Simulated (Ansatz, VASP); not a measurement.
# NaCl in VASP and in Ansatz

```
Na Cl
1.0
     0.00000    2.85767    2.85767
     2.85767    0.00000    2.85767
     2.85767    2.85767    0.00000
Na Cl
1 1
Direct
  0.00000 0.00000 0.00000
  0.50000 0.50000 0.50000
```

Alike in both runs: task single point; functional r2SCAN; k mesh 6 × 6 × 6; no spin polarisation.

|  | VASP | Ansatz |
| --- | --- | --- |
| version | VASP 6.6.1 | Ansatz 0.2.0 |
| potentials or method | VASP PAW PBE potentials, release 64 (Na_pv, Cl) | plane waves, PAW |
| plane-wave cutoff (eV) | 520 | 500 |
| occupations | gaussian, width 0.01 eV | fixed |
| valence electrons in the cell | 14 | 16 |

|  | VASP | Ansatz | Ansatz less VASP |
| --- | --- | --- | --- |
| gap on the k mesh at the Fermi level (eV) | 5.76 | 5.74 | -0.023 |
| pressure (GPa) | -1.6 | -1.4 | +0.21 |

VASP's potentials were made for PBE, not for r2SCAN. VASP's potentials hold 14 valence electrons a cell and Ansatz's 16, so a difference there can come from the potentials and not from the codes.
